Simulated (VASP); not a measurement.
**LiAl15HN16 (a cell with a defect): single point with PBE**

System: LiAl15HN16 (a cell with a defect).

```xyz
33
Lattice="6.2595 0.0000 0.0000 -3.1298 5.4209 0.0000 0.0000 0.0000 10.0348" Properties=species:S:1:pos:R:3 pbc="T T T"
Al    1.5430    0.9171    2.4153
Al    1.5579    0.9055    7.5310
Al   -0.0409    1.8222   10.0369
Al    0.0033    3.6259    2.5038
Al   -1.5924    4.4432    5.1027
Al   -0.0086    3.6471    7.5355
Al   -1.5954    4.5114   10.0295
Al    4.6714    0.8873    2.5108
Al    3.1885    1.8721    5.1031
Al    4.6621    0.8949    7.5399
Al    3.1064    1.8241   10.0385
Al    3.1266    3.6124    2.5100
Al    1.6011    4.5040    5.0823
Al    3.1080    3.6232    7.5820
Al    1.5505    4.5185   10.0473
Li    0.0604    1.7623    4.7379
N     1.7461    0.8062    4.3416
N    -0.0200    1.8089    1.9384
N     1.5133    0.9196    9.4554
N    -0.0219    1.8220    7.0574
N     0.0195    3.7617    4.4145
N    -1.5605    4.5141    1.8962
N    -0.0325    3.6272    9.4497
N    -1.5798    4.5190    6.9677
N     4.5740    0.8100    4.4113
N     3.1304    1.8074    1.8988
N     4.6549    0.9152    9.4565
N     3.1219    1.8174    6.9682
N     3.1348    3.6153    4.4274
N     1.5773    4.5027    1.9052
N     3.0953    3.6249    9.4575
N     1.5706    4.5143    6.9676
H     2.6199    0.3060    4.0458
```

- Program: VASP 6.6.1
- Task: single point
- Functional: PBE
- Potentials or basis: VASP PAW PBE potentials, release 64 (Al, Li_sv, N, H)
- Cutoff: 520 eV
- k mesh: 1 × 1 × 1, shifted
- Occupations: gaussian, width 0.01 eV
- Spin: no spin polarisation

The largest force is 0.250 eV/Å.

Forces in eV/Å, atoms in the order of the input:
```
Al   0.066 -0.133 -0.006
Al   0.095 -0.028  0.021
Al  -0.122  0.044  0.006
Al  -0.013 -0.047  0.019
Al  -0.040  0.196 -0.003
Al   0.067 -0.133  0.017
Al  -0.100  0.101  0.083
Al   0.161 -0.019 -0.128
Al  -0.243 -0.002  0.048
Al   0.143 -0.003  0.040
Al  -0.106  0.043 -0.057
Al   0.217 -0.027 -0.036
Al  -0.013 -0.144  0.119
Al   0.153 -0.076  0.018
Al  -0.118  0.081 -0.071
Li   0.018  0.036  0.135
N    0.122 -0.127  0.058
N   -0.208  0.137 -0.026
N    0.241 -0.053 -0.001
N   -0.161  0.050  0.029
N    0.064 -0.128 -0.116
N   -0.212  0.040  0.042
N    0.194 -0.092  0.029
N   -0.165  0.081 -0.005
N    0.146  0.105 -0.090
N   -0.144  0.078  0.042
N    0.205 -0.121 -0.034
N   -0.165  0.080 -0.020
N    0.037 -0.045 -0.030
N   -0.168  0.144  0.037
N    0.162 -0.101 -0.012
N   -0.154  0.119 -0.075
H    0.040 -0.056 -0.032
```

Levels at points of the mesh, in eV from the Fermi level:
| k point | band 62 | band 63 | band 64 | band 65 | band 66 | band 67 |
| --- | --- | --- | --- | --- | --- | --- |
| (0.25, 0.25, 0.25) | -0.49 | -0.40 | -0.21 | 0.14 | 5.76 | 6.17 |

It took 13 min on 1 thread of Intel Xeon 8259CL, on a shared host, peak memory 0.5 GiB.

Caveat: the k points lie up to 0.58 Å⁻¹ apart; the cell carries a net charge on a neutralising background, which shifts energy and pressure; the cell is charged against a uniform background, so pressure and absolute levels hang on convention.
